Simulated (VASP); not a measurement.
# ZnH2 in VASP: a series of runs

Runs on ZnH2. Level: PBE. Tasks: single point, relaxation of cell and atoms.

All numbers are computed with VASP 6.6.1; they aren't measurements. Logs are shortened: lines on timing, memory, paths and dates and some standing lists are left out, and cuts for length are marked.

### Step 1. The cell of the first run

It takes space group Cmmm (No. 65, orthorhombic). Conventional cell: a = 3.996 Å, b = 4.025 Å, c = 3.363 Å, α = 90.00°, β = 90.00°, γ = 90.00°. Zn (site symmetry mmm) has 6 H at 1.68 to 2.01 Å within 2.2 Å. H (site symmetry mmm) has 4 Zn at 2.00 to 2.01 Å within 2.6 Å. Within 2.2 Å of H (site symmetry mmm) lie 2 Zn at 1.68 Å.

### Step 2. Single point, PBE

Input file INCAR:

```
SYSTEM = ZnH2
PREC = Accurate
ENCUT = 520
EDIFF = 1E-7
ISMEAR = 0
SIGMA = 0.1
LREAL = .FALSE.
LASPH = .TRUE.
NELM = 100
ALGO = Normal
ISIF = 2
LWAVE = .FALSE.
LCHARG = .FALSE.
GGA = PE
NBANDS = 14
```

Input file KPOINTS:

```
Automatic mesh
0
G
  6 6 4
  0 0 0
```

Input file POSCAR:

```
ZnH2
1.0
    1.9977654508     -2.0124711205      0.0000000000
    1.9977654508      2.0124711205      0.0000000000
    0.0000000000      0.0000000000      3.3626602617
Zn H
1 2
Direct
    0.5000000000      0.5000000000      0.0000000000
    0.0000000000      0.0000000000      0.0000000000
    0.5000000000      0.5000000000      0.5000000000
```

Potentials or basis: VASP PAW PBE potentials, release 64 (Zn, H).

Command:

```bash
$ cat potpaw_PBE.64/Zn/POTCAR potpaw_PBE.64/H/POTCAR > POTCAR
$ mpirun -np 1 vasp_std > vasp.out
```

OUTCAR:

```text
SYSTEM = ZnH2
   PREC = Accurate
   ENCUT = 520
   EDIFF = 1E-7
   ISMEAR = 0
   LREAL = .FALSE.
   LASPH = .TRUE.
   NELM = 100
   ISIF = 2
   GGA = PE

 ion  position               nearest neighbor table
   1  0.500  0.500  0.000-   3 1.68   3 1.68
   2  0.000  0.000  0.000-
   3  0.500  0.500  0.500-   1 1.68   1 1.68

  LATTYP: Found a base centered orthorhombic cell.
 ALAT       =     3.9955309016
 B/A-ratio  =     1.0073610592
 C/A-ratio  =     0.8416053697

  Lattice vectors:

 A1 = (   1.9977654508,  -2.0124711205,   0.0000000000)
 A2 = (   1.9977654508,   2.0124711205,   0.0000000000)
 A3 = (   0.0000000000,   0.0000000000,   3.3626602617)

Analysis of symmetry for initial positions (statically):
=====================================================================
 Subroutine PRICEL returns:
 Original cell was already a primitive cell.

 Routine SETGRP: Setting up the symmetry group for a
 base centered orthorhombic supercell.

 Subroutine GETGRP returns: Found  8 space group operations
 (whereof  8 operations were pure point group operations)
 out of a pool of  8 trial point group operations.

The static configuration has the point symmetry D_2h.

Analysis of symmetry for dynamics (positions and initial velocities):
=====================================================================
 Subroutine PRICEL returns:
 Original cell was already a primitive cell.

 Routine SETGRP: Setting up the symmetry group for a
 base centered orthorhombic supercell.

 Subroutine GETGRP returns: Found  8 space group operations
 (whereof  8 operations were pure point group operations)
 out of a pool of  8 trial point group operations.

The dynamic configuration has the point symmetry D_2h.

 Subroutine INISYM returns: Found  8 space group operations
 (whereof  8 operations are pure point group operations),
 and found     1 'primitive' translations

----------------------------------------------------------------------------------------

                                     Primitive cell

  volume of cell :      27.0388

  direct lattice vectors                    reciprocal lattice vectors
     1.997765451 -2.012471120  0.000000000     0.250279631 -0.248450770  0.000000000
     1.997765451  2.012471120  0.000000000     0.250279631  0.248450770  0.000000000
     0.000000000  0.000000000  3.362660262     0.000000000  0.000000000  0.297383596

  length of vectors
     2.835684539  2.835684539  3.362660262     0.352658020  0.352658020  0.297383596

  position of ions in fractional coordinates (direct lattice)
     0.500000000  0.500000000  0.000000000
     0.000000000  0.000000000  0.000000000
     0.500000000  0.500000000  0.500000000

  ion indices of the primitive-cell ions
   primitive index   ion index
                 1           1
                 2           2
                 3           3

----------------------------------------------------------------------------------------

 KPOINTS: Automatic mesh

Automatic generation of k-mesh.
 Grid dimensions read from file:
 generate k-points for:    6    6    4

 Generating k-lattice:

  Cartesian coordinates                     Fractional coordinates (reciprocal lattice)
     0.041713272 -0.041408462  0.000000000     0.166666667 -0.000000000  0.000000000
     0.041713272  0.041408462  0.000000000    -0.000000000  0.166666667  0.000000000
     0.000000000  0.000000000  0.074345899     0.000000000  0.000000000  0.250000000

  Length of vectors
     0.058776337  0.058776337  0.074345899

  Shift w.r.t. Gamma in fractional coordinates (k-lattice)
     0.000000000  0.000000000  0.000000000

 Subroutine IBZKPT returns following result:
 ===========================================

 Found     39 irreducible k-points:

 Following reciprocal coordinates:
            Coordinates               Weight
  0.000000  0.000000  0.000000      1.000000
  0.166667 -0.000000  0.000000      4.000000
  0.333333 -0.000000  0.000000      4.000000
  0.500000  0.000000  0.000000      2.000000
  0.166667  0.166667  0.000000      2.000000
  0.333333  0.166667  0.000000      4.000000
[... 16 lines left out ...]
  0.333333  0.333333  0.250000      4.000000
  0.500000  0.333333  0.250000      8.000000
 [... further k-points ...]
   k-points           NKPTS =     39   k-points in BZ     NKDIM =     39   number of bands    NBANDS=     14
   number of dos      NEDOS =    301   number of ions     NIONS =      3
   total plane-waves  NPLWV =  16128
   dimension x,y,z NGX =    24 NGY =   24 NGZ =   28
   dimension x,y,z NGXF=    48 NGYF=   48 NGZF=   56
   ions per type =               1   2
   NGX,Y,Z   is equivalent  to a cutoff of  14.07, 14.07, 13.84 a.u.
   NGXF,Y,Z  is equivalent  to a cutoff of  28.14, 28.14, 27.69 a.u.
 SYSTEM =  ZnH2
   PREC   = accura    normal or accurate (medium, high low for compatibility)
   ISTART =      0    job   : 0-new  1-cont  2-samecut
   ICHARG =      2    charge: 1-file 2-atom 10-const
   ISPIN  =      1    spin polarized calculation?
   LNONCOLLINEAR =      F non collinear calculations
   LSORBIT =      F    spin-orbit coupling
   LASPH  =      T    aspherical Exc in radial PAW
   ENCUT  =  520.0 eV  38.22 Ry    6.18 a.u.   5.27  5.27  6.25*2*pi/ulx,y,z
   NELM   =    100;   NELMIN=  2; NELMDL= -5     # of ELM steps
   EDIFF  = 0.1E-06   stopping-criterion for ELM
   LREAL  =      F    real-space projection
   EDIFFG = 0.1E-05   stopping-criterion for IOM
   NSW    =      0    number of steps for IOM
   IBRION =     -1    ionic relax: 0-MD 1-quasi-New 2-CG
   NFREE  =      0    steps in history (QN), initial steepest desc. (CG)
   ISIF   =      2    stress and relaxation
   ISYM   =      2    0-nonsym 1-usesym 2-fastsym
   POTIM  = 0.5000    time-step for ionic-motion
   TEBEG  =    0.0;   TEEND  =   0.0 temperature during run
   PSTRESS=    0.0 pullay stress
   NELECT =      14.0000    total number of electrons
   NUPDOWN=      -1.0000    fix difference up-down
   EMIN   =  10.00;   EMAX   =-10.00  energy-range for DOS
   EFERMI =   0.00;   METHOD = LEGACY
   ISMEAR =     0;   SIGMA  =   0.10  broadening in eV -4-tet -1-fermi 0-gaus
   EFERMI_NEDOS =   21; number of points for ismear=-14 and -15
   IALGO  =     38    algorithm
   IMIX   =      4    mixing-type and parameters
     AMIX     =   0.40;   BMIX     =  1.00
     AMIX_MAG =   1.60;   BMIX_MAG =  1.00
  volume/ion in A,a.u.               =       9.01        60.82
  Fermi-wavevector in a.u.,A,eV,Ry     =   1.314584  2.484204 23.512664  1.728132
  Thomas-Fermi vector in A             =   2.444827
   LORBIT       =      0    0 simple, 1 ext, 2 COOP (PROOUT), +10 PAW based schemes
   GGA     = PE    functional components
   LHFCALC =     F    Hartree Fock is set to
   AEXX    =    0.0000 exact exchange contribution
   IVDW    =     0    specifies the selected vdW correction
   LEPSILON=     F    determine dielectric tensor
   LRPA    =     F    only Hartree local field effects (RPA)
 non-spin polarized calculation
 Gauss-broadening in eV      SIGMA  =   0.10
  energy-cutoff  :      520.00
  volume of cell :       27.04
 maximum number of plane-waves:       748
 NGX is ok and might be reduce to    24
   NGX = 11   NGY = 11   NGZ = 13

 number of electron      13.9999997 magnetization

 Free energy of the ion-electron system (eV)
  ---------------------------------------------------
  ext. energy  EPLUGINS =         0.00000000
  ---------------------------------------------------
  free energy    TOTEN  =        -7.07177883 eV

  energy without entropy =       -7.07058685  energy(sigma->0) =       -7.07118284

 E-fermi :   1.1770     XC(G=0):  -9.8440

 val. band max:        1.1538023241   @ k =  -0.1667   0.1667   0.0000
 cond. band min:       1.3785557579   @ k =   0.1667  -0.0000   0.0000
 fundamental gap:      0.2247534338
 Fermi energy:         1.1770496566

 k-point     1 :       0.0000    0.0000    0.0000
  band No.  band energies     occupation
      1      -9.3447      2.00000
      2      -7.3952      2.00000
      3      -6.7508      2.00000
      4      -6.0515      2.00000
      5      -6.0512      2.00000
      6      -6.0335      2.00000
      7       2.0889      0.00000
      8       5.5700      0.00000
      9      10.4375      0.00000
     10      10.4851      0.00000
     11      11.9561      0.00000
     12      14.1725      0.00000
     13      15.9238      0.00000
     14      23.2105      0.00000

 k-point     2 :       0.1667   -0.0000    0.0000
  band No.  band energies     occupation
      1      -8.8695      2.00000
      2      -7.3042      2.00000
      3      -6.6620      2.00000
      4      -6.1257      2.00000
      5      -6.0979      2.00000
      6      -6.0452      2.00000
      7       1.3786      0.00438
      8       6.1335      0.00000
      9       7.5063      0.00000
     10      11.0606      0.00000
     11      12.7387      0.00000
     12      14.5128      0.00000
     13      18.3388      0.00000
     14      19.6663      0.00000

 k-point     3 :       0.3333   -0.0000    0.0000
  band No.  band energies     occupation
      1      -7.8042      2.00000
      2      -6.9322      2.00000
      3      -6.3011      2.00000
      4      -6.2680      2.00000
      5      -6.2227      2.00000
      6      -6.0327      2.00000
      7      -1.2278      2.00000
      8       6.7682      0.00000
      9       7.6534      0.00000
     10      10.9811      0.00000
     11      12.7203      0.00000
     12      14.2250      0.00000
     13      15.4093      0.00000
     14      20.0547      0.00000
[... 324 lines left out ...]
 k-point    23 :       0.3333    0.3333    0.2500
  band No.  band energies     occupation
      1      -7.0733      2.00000
      2      -6.8073      2.00000
      3      -6.3077      2.00000
      4      -6.2858      2.00000
      5      -6.1146      2.00000
      6      -4.1599      2.00000
      7      -0.6998      2.00000
      8       3.8494      0.00000
      9       4.6588      0.00000
     10       8.0065      0.00000
     11      11.4360      0.00000
     12      12.4917      0.00000
     13      16.7870      0.00000
     14      17.7839      0.00000

 k-point    24 :       0.5000    0.3333    0.2500
  band No.  band energies     occupation
      1      -7.1850      2.00000
      2      -6.7495      2.00000
      3      -6.3721      2.00000
      4      -6.2783      2.00000
      5      -5.9934      2.00000
      6      -2.4596      2.00000
      7      -1.5030      2.00000
      8       3.1940      0.00000
      9       5.0501      0.00000
     10       7.4622      0.00000
     11       9.3013      0.00000
     12      13.3217      0.00000
     13      14.9997      0.00000
     14      18.3704      0.00000

 [... further k-points ...]

------------------------ aborting loop because EDIFF is reached ----------------------------------------

  FORCE on cell =-STRESS in cart. coord.  units (eV):
  Direction    XX          YY          ZZ          XY          YZ          ZX
  --------------------------------------------------------------------------------------
  -------------------------------------------------------------------------------------
  Total        0.0291772      0.0218838      0.0425424     -0.0000000      0.0000000      0.0000000
  in kB        1.7288907      1.2967170      2.5208395     -0.0000000      0.0000000      0.0000000
  external PRESSURE =       1.8488157 kB  Pullay stress =       0.0000000 kB

 VOLUME and BASIS-vectors are now :
 -----------------------------------------------------------------------------
  energy-cutoff  :      520.00
  volume of cell :       27.04
      direct lattice vectors                 reciprocal lattice vectors
     1.997765451 -2.012471120  0.000000000     0.250279631 -0.248450770  0.000000000
     1.997765451  2.012471120  0.000000000     0.250279631  0.248450770  0.000000000
     0.000000000  0.000000000  3.362660262     0.000000000  0.000000000  0.297383596

 POSITION                                       TOTAL-FORCE (eV/Angst)
 -----------------------------------------------------------------------------------
      1.99777      0.00000      0.00000        -0.000000      0.000000      0.000000
      0.00000      0.00000      0.00000         0.000000     -0.000000      0.000000
      1.99777      0.00000      1.68133         0.000000     -0.000000      0.000000
 -----------------------------------------------------------------------------------
    total drift:                               -0.000000     -0.000000     -0.000000

  FREE ENERGIE OF THE ION-ELECTRON SYSTEM (eV)
  ---------------------------------------------------
  free  energy   TOTEN  =        -7.0717788252 eV

  energy  without entropy=       -7.0705868502  energy(sigma->0) =       -7.07118284
```

Run time: 11 s. Hardware: 1 thread of Intel Xeon Platinum 8375C at 2.90GHz (Ice Lake), shared host; peak memory 0.14 GiB.

Results:

```yaml
Free_energy: -7.0718 eV
Pressure: 0.2 GPa
Band_gap_on_the_k_mesh: zero (band 7 reaches 2.09 eV, above the bottom of band 8 at -0.24 eV)
```

Stress tensor (GPa, compression positive):
```
0.17 0.00 0.00
0.00 0.13 0.00
0.00 0.00 0.25
```

Levels at points of the mesh, in eV from the Fermi level:
```csv
k point,band 3,band 4,band 5,band 6,band 7,band 8,band 9,band 10,band 11,band 12
"(0.00, 0.00, 0.00)",-7.93,-7.23,-7.23,-7.21,0.91,4.39,9.26,9.31,10.78,13.00
"(0.50, 0.00, 0.00)",-7.51,-7.46,-7.20,-5.91,-5.09,6.44,7.81,7.91,11.98,13.14
"(0.50, 0.50, 0.00)",-7.45,-7.45,-7.00,-2.67,-1.05,0.65,0.76,10.82,11.52,14.54
"(0.00, 0.00, 0.50)",-7.30,-7.29,-7.21,-6.67,-6.27,7.98,9.60,11.04,11.09,15.06
"(0.50, 0.00, 0.50)",-7.45,-7.26,-7.22,-5.07,-4.38,-1.41,4.04,11.87,14.95,15.43
"(0.50, 0.50, 0.50)",-7.60,-7.26,-7.00,-2.92,-0.58,2.31,2.42,3.56,7.88,7.99
```

Caveat: the k points lie up to 0.47 Å⁻¹ apart.

(Continued in part 2 of 2.)
